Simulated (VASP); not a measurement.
# Al in VASP: further runs

The runs below take Al through relaxation of the atoms, single point, with LDA.

Everything below comes from runs of VASP 6.6.1. Logs are shortened: lines on timing, memory, paths and dates and some standing lists are left out, and cuts for length are marked.

## 1. The cell of the first run

The cell holds a slab with vacuum, 17 atoms: a = 5.634 Å, b = 7.968 Å, c = 19.672 Å, α = 90.00°, β = 90.00°, γ = 90.00°.

## 2. Relaxation of the atoms, LDA

Input file INCAR:

```
PREC = Accurate
ENCUT = 520
EDIFF = 1E-7
ISMEAR = 0
SIGMA = 0.1
LREAL = Auto
LASPH = T
NELM = 60
ALGO = Normal
ISIF = 2
LWAVE = F
LCHARG = F
LDIPOL = T
IDIPOL = 3
DIPOL = 0.5 0.5 0.321
GGA = CA
IBRION = 2
NSW = 36
EDIFFG = -0.025
KPAR = 4
```

Input file KPOINTS:

```
Automatic mesh
0
Gamma
  5 4 1
```

Input file POSCAR:

```
Al
1.0
    5.6343731020      0.0000000000      0.0000000000
    0.0000000000      7.9682068563      0.0000000000
    0.0000000000      0.0000000000     19.6723116275
Al
17
Selective dynamics
Direct
    0.2500000000      0.2500000000      0.2033314679  F F F
    0.2500000000      0.7500000000      0.2033314679  F F F
    0.7500000000      0.2500000000      0.2033314679  F F F
    0.7500000000      0.7500000000      0.2033314679  F F F
    0.0000000000      0.0000000000      0.2749343025  F F F
    0.0000000000      0.5000000000      0.2749343025  F F F
    0.5000000000      0.0000000000      0.2749343025  F F F
    0.5000000000      0.5000000000      0.2749343025  F F F
    0.2500000000      0.2500000000      0.3484027381  F F F
    0.2500000000      0.7500000000      0.3484027381  F F F
    0.7500000000      0.2500000000      0.3484027381  F F F
    0.7500000000      0.7500000000      0.3484027381  F F F
    0.0000000000      0.0000000000      0.4154220298  F F F
    0.0000000000      0.5000000000      0.4154220298  F F F
    0.5000000000      0.0000000000      0.4154220298  F F F
    0.5000000000      0.5000000000      0.4154220298  F F F
    0.2500000000      0.1875000000      0.4831949997  F F T
```

Potentials or basis: VASP PAW LDA potentials, release 64 (Al).

The run is started by

```
cat potpaw_LDA.64/Al/POTCAR > POTCAR
mpirun -np 4 vasp_std > vasp.out
```

OUTCAR:

```text
PREC = Accurate
   ENCUT = 520
   EDIFF = 1E-7
   ISMEAR = 0
   LREAL = Auto
   LASPH = T
   NELM = 60
   ISIF = 2
   GGA = CA
   IBRION = 2
   NSW = 36
   EDIFFG = -0.025

 ion  position               nearest neighbor table
   1  0.250  0.250  0.203-   3 2.82   3 2.82   6 2.82   7 2.82   8 2.82   5 2.82   9 2.85
   2  0.250  0.750  0.203-   4 2.82   4 2.82   6 2.82   7 2.82   8 2.82   5 2.82  10 2.85
   3  0.750  0.250  0.203-   1 2.82   1 2.82   6 2.82   7 2.82   8 2.82   5 2.82  11 2.85
   4  0.750  0.750  0.203-   2 2.82   2 2.82   6 2.82   7 2.82   8 2.82   5 2.82  12 2.85
   5  0.000  0.000  0.275-  13 2.76   7 2.82   7 2.82   4 2.82   1 2.82   2 2.82   3 2.82  11 2.84
                            12 2.84   9 2.84  10 2.84
   6  0.000  0.500  0.275-  14 2.76   8 2.82   8 2.82   4 2.82   1 2.82   2 2.82   3 2.82  11 2.84
                            12 2.84   9 2.84  10 2.84
   7  0.500  0.000  0.275-  15 2.76   5 2.82   5 2.82   4 2.82   1 2.82   2 2.82   3 2.82  11 2.84
                            12 2.84   9 2.84  10 2.84
   8  0.500  0.500  0.275-  16 2.76   6 2.82   6 2.82   4 2.82   1 2.82   2 2.82   3 2.82  11 2.84
                            12 2.84   9 2.84  10 2.84
   9  0.250  0.250  0.348-  17 2.70  14 2.77  15 2.77  16 2.77  13 2.77  11 2.82  11 2.82   8 2.84
                             5 2.84   6 2.84   7 2.84   1 2.85
  10  0.250  0.750  0.348-  13 2.77  14 2.77  15 2.77  16 2.77  12 2.82  12 2.82   7 2.84   8 2.84
                             5 2.84   6 2.84   2 2.85
  11  0.750  0.250  0.348-  13 2.77  14 2.77  15 2.77  16 2.77   9 2.82   9 2.82   7 2.84   8 2.84
                             5 2.84   6 2.84   3 2.85
  12  0.750  0.750  0.348-  13 2.77  14 2.77  15 2.77  16 2.77  10 2.82  10 2.82   7 2.84   8 2.84
                             5 2.84   6 2.84   4 2.85
  13  0.000  0.000  0.415-  17 2.45   5 2.76  10 2.77  11 2.77  12 2.77   9 2.77  15 2.82  15 2.82

  14  0.000  0.500  0.415-   6 2.76   9 2.77  10 2.77  11 2.77  12 2.77  16 2.82  16 2.82  17 3.16

  15  0.500  0.000  0.415-  17 2.45   7 2.76  10 2.77  11 2.77  12 2.77   9 2.77  13 2.82  13 2.82

  16  0.500  0.500  0.415-   8 2.76   9 2.77  10 2.77  11 2.77  12 2.77  14 2.82  14 2.82  17 3.16

  17  0.250  0.188  0.483-  13 2.45  15 2.45   9 2.70  14 3.16  16 3.16

  LATTYP: Found a simple orthorhombic cell.
 ALAT       =     5.6343731020
 B/A-ratio  =     1.4142135624
 C/A-ratio  =     3.4914818865

  Lattice vectors:

 A1 = (   5.6343731020,   0.0000000000,   0.0000000000)
 A2 = (   0.0000000000,   7.9682068563,   0.0000000000)
 A3 = (   0.0000000000,   0.0000000000,  19.6723116275)

Analysis of symmetry for initial positions (statically):
=====================================================================
 Subroutine PRICEL returns:
 Original cell was already a primitive cell.

 Routine SETGRP: Setting up the symmetry group for a
 simple orthorhombic supercell.

 Subroutine GETGRP returns: Found  2 space group operations
 (whereof  1 operations were pure point group operations)
 out of a pool of  8 trial point group operations.

The static configuration has the point symmetry C_1 .
 The point group associated with its full space group is C_1h.

Analysis of symmetry for dynamics (positions and initial velocities):
=====================================================================
 Subroutine PRICEL returns:
 Original cell was already a primitive cell.

 Routine SETGRP: Setting up the symmetry group for a
 simple orthorhombic supercell.

 Subroutine GETGRP returns: Found  2 space group operations
 (whereof  1 operations were pure point group operations)
 out of a pool of  8 trial point group operations.

The dynamic configuration has the point symmetry C_1 .
 The point group associated with its full space group is C_1h.

Analysis of constrained symmetry for selective dynamics:
=====================================================================
 Subroutine PRICEL returns:
 Original cell was already a primitive cell.

 Routine SETGRP: Setting up the symmetry group for a
[... 42 lines left out ...]
   AEXX    =    0.0000 exact exchange contribution
   IVDW    =     0    specifies the selected vdW correction
   LEPSILON=     F    determine dielectric tensor
   LRPA    =     F    only Hartree local field effects (RPA)
 conjugate gradient relaxation of ions
 non-spin polarized calculation
 Gauss-broadening in eV      SIGMA  =   0.10
  energy-cutoff  :      520.00
  volume of cell :      883.21
 maximum number of plane-waves:     23865
 NGX is ok and might be reduce to    42
   NGX = 21   NGY = 29   NGZ = 73

--------------------------------------- Ionic step        1  -------------------------------------------

 number of electron      51.0000001 magnetization

 Free energy of the ion-electron system (eV)
  ---------------------------------------------------
  ext. energy  EPLUGINS =         0.00000000
  ---------------------------------------------------
  free energy    TOTEN  =       -64.32384539 eV

  energy without entropy =      -64.27154829  energy(sigma->0) =      -64.29769684

------------------------ aborting loop because EDIFF is reached ----------------------------------------

 vacuum level on the upper side and lower side of the slab       (xc-potential included)         0.005        -0.130

  FORCE on cell =-STRESS in cart. coord.  units (eV):
  Direction    XX          YY          ZZ          XY          YZ          ZX
  --------------------------------------------------------------------------------------
  -------------------------------------------------------------------------------------
  Total       -8.5803550     -2.8639180      0.9253656      0.0000000      2.2620759      0.0000000
  in kB      -15.5651834     -5.1952872      1.6786583      0.0000000      4.1035162      0.0000000
  external PRESSURE =      -6.3606041 kB  Pullay stress =       0.0000000 kB
[... 83 lines left out ...]
  FREE ENERGIE OF THE ION-ELECTRON SYSTEM (eV)
  ---------------------------------------------------
  free  energy   TOTEN  =       -64.3608550385 eV

  energy  without entropy=      -64.3088193252  energy(sigma->0) =      -64.33483718

 dipolmoment           0.000000      0.000000     -0.000050 electrons x Angstroem

--------------------------------------- Ionic step        3  -------------------------------------------

 number of electron      51.0000001 magnetization

------------------------ aborting loop because EDIFF is reached ----------------------------------------
[... 97 lines left out ...]
--------------------------------------- Ionic step        5  -------------------------------------------

 number of electron      51.0000001 magnetization

 dipolmoment           0.000000      0.000000      0.031092 electrons x Angstroem

 Free energy of the ion-electron system (eV)
  ---------------------------------------------------
  ext. energy  EPLUGINS =         0.00000000
  ---------------------------------------------------
  free energy    TOTEN  =       -64.42110004 eV

  energy without entropy =      -64.36999533  energy(sigma->0) =      -64.39554768

 E-fermi :  -0.4257     XC(G=0):  -4.3677

 val. band max:       -0.4599564392   @ k =   0.0000   0.2500   0.0000
 cond. band min:      -0.4227521502   @ k =   0.0000   0.2500   0.0000
 fundamental gap:      0.0372042890
 Fermi energy:        -0.4257316237

 k-point     1 :       0.0000    0.0000    0.0000
  band No.  band energies     occupation
      1     -10.9137      2.00000
      2      -8.7394      2.00000
      3      -8.6270      2.00000
      4      -8.4874      2.00000
      5      -6.6112      2.00000
      6      -6.3808      2.00000
[... 322 lines left out ...]
     33       1.4029      0.00000
     34       1.4374      0.00000

------------------------ aborting loop because EDIFF is reached ----------------------------------------

 vacuum level on the upper side and lower side of the slab       (xc-potential included)        -0.075        -0.191

  FORCE on cell =-STRESS in cart. coord.  units (eV):
  Direction    XX          YY          ZZ          XY          YZ          ZX
  --------------------------------------------------------------------------------------
  -------------------------------------------------------------------------------------
  Total       -9.6860523     -3.9251705     -1.0101147      0.0000000      1.5794600      0.0000000
  in kB      -17.5709724     -7.1204511     -1.8323974      0.0000000      2.8652177      0.0000000
  external PRESSURE =      -8.8412736 kB  Pullay stress =       0.0000000 kB
[... 32 lines left out ...]
  FREE ENERGIE OF THE ION-ELECTRON SYSTEM (eV)
  ---------------------------------------------------
  free  energy   TOTEN  =       -64.4211000375 eV

  energy  without entropy=      -64.3699953287  energy(sigma->0) =      -64.39554768

 reached required accuracy - stopping structural energy minimisation

 vacuum level on the upper side and lower side of the slab         3.828         3.710
```

It took 7.6 min on 4 MPI ranks of Intel Xeon Platinum 8559C (Emerald Rapids), shared host; peak memory 0.67 GiB.

What came out:

```
Free energy               : -64.4211 eV
Energy gained by relaxing : 5.7 meV/atom
Ionic steps               : 5
Band gap on the k mesh    : zero (an odd number of electrons rules out a gap without spin polarisation)
```

Step by step:
```
step  energy change (eV)  largest force on free atoms (eV/Å)  pressure (GPa)
   1              0.0000                              0.9342           -0.64
   2             -0.0370                              0.7121           -0.69
   3             -0.0940                              0.1517           -0.84
   4             -0.0972                              0.0256           -0.88
   5             -0.0973                              0.0004           -0.88
```

Final structure:
```
Al
1.0
     5.63437    0.00000    0.00000
     0.00000    7.96821    0.00000
     0.00000    0.00000   19.67231
Al
17
Direct
  0.25000 0.25000 0.20333
  0.25000 0.75000 0.20333
  0.75000 0.25000 0.20333
  0.75000 0.75000 0.20333
  0.00000 0.00000 0.27493
  0.00000 0.50000 0.27493
  0.50000 0.00000 0.27493
  0.50000 0.50000 0.27493
  0.25000 0.25000 0.34840
  0.25000 0.75000 0.34840
  0.75000 0.25000 0.34840
  0.75000 0.75000 0.34840
  0.00000 0.00000 0.41542
  0.00000 0.50000 0.41542
  0.50000 0.00000 0.41542
  0.50000 0.50000 0.41542
  0.25000 0.18750 0.49461
```

## 3. Single point, LDA

Input file INCAR:

```
  ALGO = Normal
  DIPOL = 0.5 0.5 0.324
  EDIFF = 1E-6
  ENCUT = 520
  GGA = CA
  IDIPOL = 3
  ISIF = 2
  ISMEAR = 0
  LASPH = T
  LCHARG = F
  LDIPOL = T
  LREAL = Auto
  LWAVE = F
  NBANDS = 40
  NELM = 60
  PREC = Accurate
  SIGMA = 0.1
```

Input file KPOINTS:

```
k-points
0
Gamma
  5 4 1
```

Input file POSCAR:

```
Al
1.0
    5.6343731020      0.0000000000      0.0000000000
    0.0000000000      7.9682068563      0.0000000000
    0.0000000000      0.0000000000     19.6723116275
Al
17
Direct
    0.2500000000      0.2500000000      0.2033314679
    0.2500000000      0.7500000000      0.2033314679
    0.7500000000      0.2500000000      0.2033314679
    0.7500000000      0.7500000000      0.2033314679
    0.0000000000      0.0000000000      0.2749343025
    0.0000000000      0.5000000000      0.2749343025
    0.5000000000      0.0000000000      0.2749343025
    0.5000000000      0.5000000000      0.2749343025
    0.2500000000      0.2500000000      0.3484027381
    0.2500000000      0.7500000000      0.3484027381
    0.7500000000      0.2500000000      0.3484027381
    0.7500000000      0.7500000000      0.3484027381
    0.0000000000      0.0000000000      0.4154220298
    0.0000000000      0.5000000000      0.4154220298
    0.5000000000      0.0000000000      0.4154220298
    0.5000000000      0.5000000000      0.4154220298
    0.0000000000      0.1250000000      0.5341031052
```

Potentials or basis: VASP PAW LDA potentials, release 64 (Al).

The run is started by

```
cat potpaw_LDA.64/Al/POTCAR > POTCAR
mpirun -np 1 vasp_std > vasp.out
```

It took 6.6 min on 1 thread of AMD EPYC 9R45 (Zen 5), shared host; peak memory 0.6 GiB.

The run converged. Its results:

* Free energy: -63.4944 eV
* Largest force: 0.709 eV/Å
* Band gap on the k mesh: zero (an odd number of electrons rules out a gap without spin polarisation)

Forces in eV/Å, atoms in the order of the input:
```
Al   0.061 -0.010  0.198
Al  -0.027 -0.013  0.227
Al  -0.061 -0.010  0.198
Al   0.027 -0.013  0.227
Al   0.000 -0.005 -0.186
Al   0.000  0.003 -0.232
Al   0.000  0.003 -0.209
Al   0.000 -0.007 -0.244
Al   0.039 -0.043 -0.022
Al   0.017  0.048 -0.001
Al  -0.039 -0.043 -0.022
Al  -0.017  0.048 -0.001
Al   0.000 -0.381 -0.597
Al   0.000 -0.104  0.182
Al   0.000  0.080  0.406
Al   0.000 -0.015  0.062
Al   0.000  0.462  0.014
```

Levels at points of the mesh, in eV from the Fermi level:
| k point | band 22 | band 23 | band 24 | band 25 | band 26 | band 27 | band 28 | band 29 | band 30 | band 31 |
| --- | --- | --- | --- | --- | --- | --- | --- | --- | --- | --- |
| (0.00, 0.00, 0.00) | -1.17 | -0.81 | -0.80 | -0.57 | -0.31 | -0.24 | 0.20 | 0.41 | 0.87 | 1.34 |
| (0.00, 0.50, 0.00) | -0.98 | -0.92 | -0.90 | -0.89 | -0.12 | 0.05 | 0.19 | 0.29 | 0.66 | 1.15 |

## 4. Single point, LDA

Input file INCAR:

```
PREC = Accurate ; ENCUT = 520
EDIFF = 1E-6 ; ISMEAR = 0
SIGMA = 0.1 ; LREAL = Auto
LASPH = T ; NELM = 80
ALGO = Normal ; ISIF = 2
LWAVE = F ; LCHARG = T
LDIPOL = T ; IDIPOL = 3
DIPOL = 0.5 0.5 0.324 ; GGA = CA
LELF = T ; LVHAR = T
LVACPOTAV = T ; NBANDS = 40
```

Input file KPOINTS:

```
regular mesh
0
Gamma
  5 4 1
```

Changes to POSCAR since step 3:

```diff
@@ -24,2 +24,2 @@
     0.5000000000      0.5000000000      0.4154220298
-    0.0000000000      0.1250000000      0.5341031052
+    0.1666666667      0.0000000000      0.5363052832
```

The run is started by

```
cat potpaw_LDA.64/Al/POTCAR > POTCAR
mpirun -np 1 vasp_std > vasp.out
```

Wall time 6.5 min (1 thread of AMD EPYC 9R45 (Zen 5), shared host); peak memory 0.6 GiB.

Results (log left out):

```
Free energy            : -63.6040 eV
Largest force          : 0.632 eV/Å
Band gap on the k mesh : zero (an odd number of electrons rules out a gap without spin polarisation)
```

Forces on the atoms (eV/Å):
```
Al   0.003  0.017  0.207
Al   0.003 -0.017  0.207
Al  -0.017  0.021  0.199
Al  -0.017 -0.021  0.199
Al   0.021  0.000 -0.210
Al   0.001  0.000 -0.238
Al  -0.041  0.000 -0.215
Al   0.012  0.000 -0.242
Al   0.003 -0.054  0.001
Al   0.003  0.054  0.001
Al  -0.024 -0.056 -0.040
Al  -0.024  0.056 -0.040
Al  -0.438  0.000 -0.456
Al  -0.014  0.000  0.067
Al  -0.021  0.000  0.503
Al   0.018  0.000  0.049
Al   0.532  0.000  0.006
```

Levels at points of the mesh, in eV from the Fermi level:
| k point | band 23 | band 24 | band 25 | band 26 | band 27 | band 28 | band 29 | band 30 |
| --- | --- | --- | --- | --- | --- | --- | --- | --- |
| (0.00, 0.00, 0.00) | -0.88 | -0.80 | -0.56 | -0.42 | -0.19 | 0.16 | 0.60 | 0.93 |
| (0.00, 0.50, 0.00) | -0.89 | -0.89 | -0.79 | -0.41 | 0.12 | 0.27 | 0.30 | 0.52 |

## 5. Single point, LDA

Input file INCAR:

```
SYSTEM = Al
ALGO     = Normal         ! electronic algorithm
DIPOL    = 0.5 0.5 0.321
EDIFF    = 1E-6           ! SCF threshold, eV
ENCUT    = 520            ! plane-wave cutoff, eV
GGA      = CA             ! functional
IDIPOL   = 3            
ISIF     = 2              ! what is computed and relaxed
ISMEAR   = 0              ! smearing method
LASPH    = .True.         ! aspherical terms in the spheres
LCHARG   = .False.        ! write CHGCAR
LDIPOL   = .True.       
LREAL    = Auto         
LWAVE    = .False.        ! write WAVECAR
NBANDS   = 40             ! bands
NELM     = 80             ! most SCF steps
PREC     = Accurate       ! precision mode
SIGMA    = 0.1            ! smearing width, eV
```

Input file KPOINTS:

```
k-points
0
Gamma
  5 4 1
  0 0 0
```

Changes to POSCAR since step 4:

```diff
@@ -24,2 +24,2 @@
     0.5000000000      0.5000000000      0.4154220298
-    0.1666666667      0.0000000000      0.5363052832
+    0.1666666667      0.2500000000      0.4869723837
```

The run is started by

```
cat potpaw_LDA.64/Al/POTCAR > POTCAR
mpirun -np 1 vasp_std > vasp.out
```

It took 6.5 min on 1 thread of AMD EPYC 9R45 (Zen 5), shared host; peak memory 0.6 GiB.

The run converged. Its results:

```yaml
Free_energy: -64.5673 eV
Largest_force: 0.466 eV/Å
Band_gap_on_the_k_mesh: zero (an odd number of electrons rules out a gap without spin polarisation)
```

Forces on the atoms (eV/Å):
```
Al   0.082  0.000  0.245
Al  -0.006  0.000  0.275
Al  -0.072  0.000  0.176
Al   0.021  0.000  0.227
Al  -0.095  0.001 -0.279
Al  -0.095 -0.001 -0.279
Al   0.054  0.022 -0.220
Al   0.054 -0.022 -0.220
Al   0.104  0.000 -0.437
Al   0.015  0.000  0.195
Al  -0.014  0.000 -0.137
Al   0.008  0.000  0.055
Al  -0.314 -0.343 -0.022
Al  -0.314  0.343 -0.022
Al   0.053  0.132  0.219
Al   0.053 -0.132  0.219
Al   0.465  0.000  0.006
```

Levels at points of the mesh, in eV from the Fermi level:
| k point | band 23 | band 24 | band 25 | band 26 | band 27 | band 28 | band 29 | band 30 |
| --- | --- | --- | --- | --- | --- | --- | --- | --- |
| (0.00, 0.00, 0.00) | -0.79 | -0.77 | -0.55 | -0.37 | -0.06 | 0.06 | 0.77 | 0.93 |
| (0.00, 0.50, 0.00) | -0.94 | -0.86 | -0.54 | -0.27 | 0.09 | 0.23 | 0.29 | 0.93 |

## 6. Single point, LDA

Input file INCAR:

```
ALGO = Normal ; DIPOL = 0.5 0.5 0.324
EDIFF = 1E-7 ; ENCUT = 520
IDIPOL = 3 ; ISIF = 2
ISMEAR = 0 ; LASPH = T
LCHARG = F ; LDIPOL = T
LREAL = Auto ; LWAVE = F
NBANDS = 40 ; NELM = 60
PREC = Accurate ; SIGMA = 0.1
```

Input file KPOINTS:

```
k-points
0
Gamma
  5 4 1
```

Changes to POSCAR since step 5:

```diff
@@ -24,2 +24,2 @@
     0.5000000000      0.5000000000      0.4154220298
-    0.1666666667      0.2500000000      0.4869723837
+    0.0000000000      0.0625000000      0.5442473278
```

Potentials or basis: VASP PAW LDA potentials, release 64 (Al).

The run is started by

```
cat potpaw_LDA.64/Al/POTCAR > POTCAR
mpirun -np 1 vasp_std > vasp.out
```

Wall time 7.6 min (1 thread of AMD EPYC 9R45 (Zen 5), shared host); peak memory 0.61 GiB.

It converged, with:

- Free energy: -63.3487 eV
- Largest force: 0.457 eV/Å
- Band gap on the k mesh: zero (an odd number of electrons rules out a gap without spin polarisation)

Forces in eV/Å, atoms in the order of the input:
```
Al   0.015 -0.008  0.190
Al  -0.015 -0.005  0.208
Al  -0.015 -0.008  0.190
Al   0.015 -0.005  0.208
Al   0.000 -0.001 -0.175
Al   0.000 -0.001 -0.234
Al   0.000 -0.002 -0.210
Al   0.000 -0.005 -0.240
Al   0.031 -0.048 -0.036
Al   0.021  0.053 -0.024
Al  -0.031 -0.048 -0.036
Al  -0.021  0.053 -0.024
Al   0.000 -0.140 -0.429
Al   0.000 -0.037  0.102
Al   0.000  0.044  0.455
Al   0.000 -0.009  0.047
Al   0.000  0.167  0.007
```

Levels at points of the mesh, in eV from the Fermi level:
```csv
k point,band 23,band 24,band 25,band 26,band 27,band 28,band 29,band 30
"(0.00, 0.00, 0.00)",-0.79,-0.79,-0.58,-0.31,-0.23,0.18,0.48,0.81
"(0.00, 0.50, 0.00)",-0.97,-0.90,-0.89,-0.11,0.06,0.21,0.29,0.55
```

## 7. Overview

```tsv
task	cell	atoms held along some axes (from 0)	gap on the mesh (eV)	largest force (eV/Å)
relaxation of the atoms	atoms relaxed, atomic positions A	atom 16 along a and b	none	-
single point	as given, atomic positions B	-	none	0.71
single point	as given, atomic positions C	-	none	0.63
single point	as given, atomic positions D	-	none	0.47
single point	as given, atomic positions E	-	none	0.46
```

Alike in all rows: level LDA; potentials or basis VASP PAW LDA potentials, release 64 (Al); no spin polarisation; k mesh 5 × 4 × 1; cutoff (eV) 520; smearing gaussian 0.1 eV.

Absolute energies hang on the potentials; compare differences alone.

The gap in the log of VASP goes by the Fermi energy; the results here count the filled bands.